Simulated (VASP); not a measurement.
**InSb: single point with PBEsol**

The system is InSb.

```
In Sb
1.0
     0.00000    3.26814    3.22739
     3.26814    0.00000    3.22739
     3.26814    3.26814    0.00000
In Sb
1 1
Direct
  0.00000 0.00000 0.00000
  0.25000 0.25000 0.25000
```

This cell differs from its parent crystal: strained cell.

- Program: VASP 6.6.1
- Task: single point
- Functional: PBEsol
- Potentials or basis: VASP PAW PBE potentials, release 64 (In_d, Sb)
- Cutoff: 500 eV
- k mesh: 10 × 10 × 10
- Occupations: gaussian, width 0.1 eV
- Spin: no spin polarisation

```yaml
Pressure: 0.2 GPa
Band_gap_on_the_k_mesh: 0.06 eV
```

Stress tensor (GPa, compression positive):
```
0.11 0.00 0.00
0.00 0.11 0.00
0.00 0.00 0.44
```

Levels at points of the mesh, in eV from the valence-band top:
```csv
k point,band 6,band 7,band 8,band 9,band 10,band 11,band 12,band 13
"(0.00, 0.00, 0.00)",-10.64,-0.32,0.00,0.00,0.06,2.94,2.96,2.96
"(0.50, 0.00, 0.00)",-9.30,-5.57,-1.01,-0.93,0.47,3.76,3.83,5.99
"(0.50, 0.50, 0.00)",-8.68,-5.83,-2.26,-2.26,1.23,1.26,8.07,8.07
"(0.50, 0.00, 0.50)",-8.72,-5.89,-2.19,-2.19,1.32,1.32,8.03,8.08
```

It took 110 s on 1 thread of Intel(R) Xeon(R) Platinum 8375C CPU @ 2.90GHz (Ice Lake), with other jobs on the host, peak memory 0.28 GiB.

Caveat: the cell differs from its parent crystal (strained cell); the smearing spreads over this small gap; semilocal functionals underestimate gaps, and a narrow one can read as zero; the PAW data sets were made with another functional, which shifts forces and pressure a little; spin-orbit coupling is left out, which moves the levels of the heavy elements. A k mesh can miss the band edges.
